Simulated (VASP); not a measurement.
# Ge2Sb2Te5 (P-3m1) in VASP: notebook, part 3 of 3

VASP 6.6.1.

### 6 Relaxation of cell and atoms, PBE+D3(BJ)

This run uses another cell than the first one, of 30.34 Å³/atom, 1.012 times its volume.

INCAR

```
SYSTEM = Ge2Sb2Te5
PREC     = Accurate       ! precision mode
ENCUT    = 600            ! plane-wave cutoff, eV
EDIFF    = 1E-7           ! SCF threshold, eV
ISMEAR   = -1             ! smearing method
SIGMA    = 0.02           ! smearing width, eV
LREAL    = .FALSE.        ! projectors in reciprocal space
LASPH    = .TRUE.         ! aspherical terms in the spheres
NELM     = 60             ! most SCF steps
ALGO     = Normal         ! electronic algorithm
ISIF     = 3              ! what is computed and relaxed
LWAVE    = .FALSE.        ! write WAVECAR
LCHARG   = .FALSE.        ! write CHGCAR
GGA      = PE             ! functional
IVDW     = 12             ! dispersion correction
IBRION   = 2              ! ionic algorithm
NSW      = 80             ! ionic steps
EDIFFG   = -0.005         ! ionic threshold
```

KPOINTS

```
Automatic mesh
0
G
  6 6 2
  0 0 0
```

POSCAR

```
Ge2Sb2Te5
1.0
    4.2940644248      0.0000000000      0.0000000000
   -2.1470322124      3.7187688774      0.0000000000
    0.0000000000      0.0000000000     17.1013460000
Ge Sb Te
2 2 5
Direct
    0.3333333300      0.6666666700      0.8971050000
    0.6666666700      0.3333333300      0.1028950000
    0.0000000000      0.0000000000      0.6799320000
    0.0000000000      0.0000000000      0.3200680000
    0.0000000000      0.0000000000      0.0000000000
    0.6666666700      0.3333333300      0.7984580000
    0.3333333300      0.6666666700      0.2015420000
    0.3333333300      0.6666666700      0.5801080000
    0.6666666700      0.3333333300      0.4198920000
```

Potentials or basis: VASP PAW PBE potentials, release 64 (Ge_d, Sb, Te).

The run is started by

```sh
cat potpaw_PBE.64/Ge_d/POTCAR potpaw_PBE.64/Sb/POTCAR potpaw_PBE.64/Te/POTCAR > POTCAR
mpirun -np 1 vasp_std > vasp.out
```

OUTCAR:

```text
SYSTEM = Ge2Sb2Te5
   PREC = Accurate
   ENCUT = 600
   EDIFF = 1E-7
   ISMEAR = -1
   LREAL = .FALSE.
   LASPH = .TRUE.
   NELM = 60
   ISIF = 3
   GGA = PE
   IVDW = 12
   IBRION = 2
   NSW = 80
   EDIFFG = -0.005
 IVDW          = 12

 ion  position               nearest neighbor table
   1  0.333  0.667  0.897-   6 3.00   6 3.00   6 3.00   5 3.04   5 3.04   5 3.04
   2  0.667  0.333  0.103-   7 3.00   7 3.00   7 3.00   5 3.04   5 3.04   5 3.04
   3  0.000  0.000  0.680-   8 3.01   8 3.01   8 3.01   6 3.20   6 3.20   6 3.20
   4  0.000  0.000  0.320-   9 3.01   9 3.01   9 3.01   7 3.20   7 3.20   7 3.20
   5  0.000  0.000  0.000-   1 3.04   2 3.04   2 3.04   1 3.04   2 3.04   1 3.04
   6  0.667  0.333  0.798-   1 3.00   1 3.00   1 3.00   3 3.20   3 3.20   3 3.20
   7  0.333  0.667  0.202-   2 3.00   2 3.00   2 3.00   4 3.20   4 3.20   4 3.20
   8  0.333  0.667  0.580-   3 3.01   3 3.01   3 3.01
   9  0.667  0.333  0.420-   4 3.01   4 3.01   4 3.01

  LATTYP: Found a hexagonal cell.
[... 327 lines left out ...]

--------------------------------------- Ionic step       24  -------------------------------------------

 number of electron      67.9999999 magnetization

------------------------ aborting loop because EDIFF is reached ----------------------------------------
[... 89 lines left out ...]
--------------------------------------- Ionic step       26  -------------------------------------------

 number of electron      68.0000000 magnetization

 Free energy of the ion-electron system (eV)
  ---------------------------------------------------
  ext. energy  EPLUGINS =         0.00000000
  ---------------------------------------------------
  free energy    TOTEN  =       -33.88895309 eV

  energy without entropy =      -33.88873348  energy(sigma->0) =      -33.88884329

 E-fermi :   6.8864     XC(G=0):  -9.6119

 val. band max:        6.8248368710   @ k =   0.0000   0.0000   0.0000
 cond. band min:       6.9624015926   @ k =   0.0000   0.0000   0.0000
 fundamental gap:      0.1375647216
 Fermi energy:         6.8863711673

 k-point     1 :       0.0000    0.0000    0.0000
  band No.  band energies     occupation
      1     -18.2297      2.00000
      2     -18.2297      2.00000
      3     -18.2287      2.00000
      4     -18.2287      2.00000
      5     -18.2224      2.00000
      6     -18.2224      2.00000
[... 631 lines left out ...]
  FREE ENERGIE OF THE ION-ELECTRON SYSTEM (eV)
  ---------------------------------------------------
  free  energy   TOTEN  =       -37.7737893045 eV

  energy  without entropy=      -37.7735696923  energy(sigma->0) =      -37.77367950

 reached required accuracy - stopping structural energy minimisation
```

It took 34 min on 1 thread of Intel Xeon 6975P-C (Granite Rapids), shared host; peak memory 0.61 GiB.

Results:

```yaml
Free_energy: -37.7738 eV
Relaxed_volume: 29.10 Å³/atom
Relaxed_cell: a = 4.230 Å, b = 4.230 Å, c = 16.904 Å, α = 90.00°, β = 90.00°, γ = 120.00°
Space_group_after_relaxing_to_0.05_Å: P-3m1 (No. 164)
Energy_gained_by_relaxing: 7.3 meV/atom
Ionic_steps: 26
Pressure_after_relaxing: 0.0 GPa
Band_gap_on_the_k_mesh: 0.14 eV, direct
Dispersion_energy_per_atom: -0.432 eV
```

Forces in eV/Å, atoms in the order of the input:
```
Ge   0.000  0.000  0.001
Ge   0.000  0.000 -0.001
Sb   0.000  0.000 -0.002
Sb   0.000  0.000  0.002
Te   0.000  0.000  0.000
Te   0.000  0.000  0.001
Te   0.000  0.000 -0.001
Te   0.000  0.000  0.001
Te   0.000  0.000 -0.001
```

Step by step:
```
step  energy change (eV)  largest force (eV/Å)  pressure (GPa)  volume (Å³)
   1              0.0000                0.0807           -1.41       273.09
   2             -0.0517                0.1931            0.05       262.69
   3             -0.0518                0.1867            0.01       262.94
   4             -0.0577                0.1073            0.05       262.11
   5             -0.0601                0.1149            0.12       261.11
   6             -0.0623                0.0737           -0.07       261.85
   7             -0.0627                0.0589           -0.20       262.43
   8             -0.0641                0.0350           -0.10       261.89
   9             -0.0645                0.0344           -0.01       261.45
  10             -0.0646                0.0274            0.01       261.35
  11             -0.0648                0.0184            0.06       261.09
  12             -0.0649                0.0229            0.02       261.28
  13             -0.0650                0.0303           -0.02       261.54
  14             -0.0651                0.0235           -0.02       261.58
  15             -0.0654                0.0198           -0.02       261.70
  16             -0.0653                0.0608            0.01       261.94
  17             -0.0655                0.0350            0.00       261.79
  18             -0.0656                0.0264           -0.01       261.84
  19             -0.0657                0.0087           -0.02       261.95
  20             -0.0657                0.0088           -0.01       261.96
  21             -0.0657                0.0102           -0.02       261.97
  22             -0.0657                0.0096           -0.02       261.96
  23             -0.0657                0.0045            0.03       261.80
  24             -0.0657                0.0058            0.01       261.84
  25             -0.0657                0.0054            0.01       261.83
  26             -0.0657                0.0023           -0.01       261.89
```

Final structure:
```
Ge Sb Te
1.0
     4.22968    0.00000    0.00000
    -2.11484    3.66301    0.00000
     0.00000    0.00000   16.90372
Ge Sb Te
2 2 5
Direct
  0.33333 0.66667 0.89927
  0.66667 0.33333 0.10073
  0.00000 0.00000 0.68255
  0.00000 0.00000 0.31745
  0.00000 0.00000 0.00000
  0.66667 0.33333 0.80133
  0.33333 0.66667 0.19867
  0.33333 0.66667 0.58039
  0.66667 0.33333 0.41961
```

Caveat: spin-orbit coupling is left out, which moves the levels of the heavy elements.

### 7 Summary

| task | level | potentials or basis | cell | k mesh | cutoff (eV) | smearing | gap on the mesh (eV) | pressure (GPa) | largest force (eV/Å) |
| --- | --- | --- | --- | --- | --- | --- | --- | --- | --- |
| single point | LDA | VASP PAW LDA potentials, release 64 (Ge_d, Sb, Te) | a = 4.243, b = 4.243, c = 17.318 Å, angles 90.0, 90.0, 120.0°, 9 atoms | 12 × 12 × 2 | 520 | gaussian 0.01 eV | 0.45 | -1.9 | 0.09 |
| single point | PBE+D3(BJ) | VASP PAW PBE potentials, release 64 (Ge_d, Sb, Te) | a = 4.230, b = 4.230, c = 16.909 Å, angles 90.0, 90.0, 120.0°, 9 atoms | 6 × 6 × 2 | 520 | fermi-dirac 0.02 eV | 0.14 | -0.1 | 0.03 |
| single point | r2SCAN+rVV10 | VASP PAW PBE potentials, release 64 (Ge_d, Sb, Te) | a = 4.243, b = 4.243, c = 17.318 Å, angles 90.0, 90.0, 120.0°, 9 atoms | 6 × 6 × 2 | 520 | fermi-dirac 0.02 eV | 0.38 | 0.2 | 0.04 |
| single point | PBE | VASP PAW PBE potentials, release 64 (Ge_d, Sb, Te) | a = 4.243, b = 4.243, c = 17.318 Å, angles 90.0, 90.0, 120.0°, 9 atoms | 12 × 12 × 2 | 520 | fermi-dirac 0.02 eV | 0.45 | 1.7 | 0.23 |
| relaxation of cell and atoms | PBE+D3(BJ) | VASP PAW PBE potentials, release 64 (Ge_d, Sb, Te) | relaxed from a = 4.294, b = 4.294, c = 17.101 Å, angles 90.0, 90.0, 120.0°, 9 atoms | 6 × 6 × 2 | 600 | fermi-dirac 0.02 eV | 0.14 | 0.0 | - |

Alike in all rows: no spin polarisation.

Caveats: spin-orbit coupling is left out, which moves the levels of the heavy elements; the PAW data sets were made with another functional, which shifts forces and pressure a little (some runs); this functional lacks dispersion, which binds the layers, so the pressure and a relaxed spacing across them are unreliable (some runs).

Absolute energies hang on the potentials; compare differences alone.
